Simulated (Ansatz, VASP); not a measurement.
Se: VASP beside Ansatz

```xyz
3
Lattice="4.0415 0.0000 0.0000 -2.0208 3.5001 0.0000 0.0000 0.0000 5.1179" Properties=species:S:1:pos:R:3 pbc="T T T"
Se    1.0049    0.0000    1.7060
Se   -0.5024    0.8703    3.4119
Se    1.5183    2.6298    0.0000
```

Alike in both runs: functional PBEsol; k mesh 6 × 6 × 6; occupations gaussian, width 0.02 eV; no spin polarisation.

Ansatz relaxed the structure, and its values are those at the end. VASP's run is a single point on that final structure, the one shown.

```csv
,VASP,Ansatz
version,VASP 6.6.1,Ansatz 0.2.0
potentials or method,"VASP PAW PBE potentials, release 64 (Se), cutoff 520 eV","scalar-relativistic, plane waves, PAW"
valence electrons in the cell,18,48
```

```tsv
	VASP	Ansatz	Ansatz less VASP
gap on the k mesh at the Fermi level (eV)	0.45	0.46	+0.009
least direct gap on the mesh (eV)	0.45	0.46	+0.009
pressure (GPa)	0.2	0.0	-0.17
rms of the force components (eV/Å)	0.018	0.000	-0.0178
```

VASP's potentials were made for PBE, not for PBEsol. VASP's potentials hold 18 valence electrons a cell and Ansatz's 48, so a difference there can come from the potentials and not from the codes.
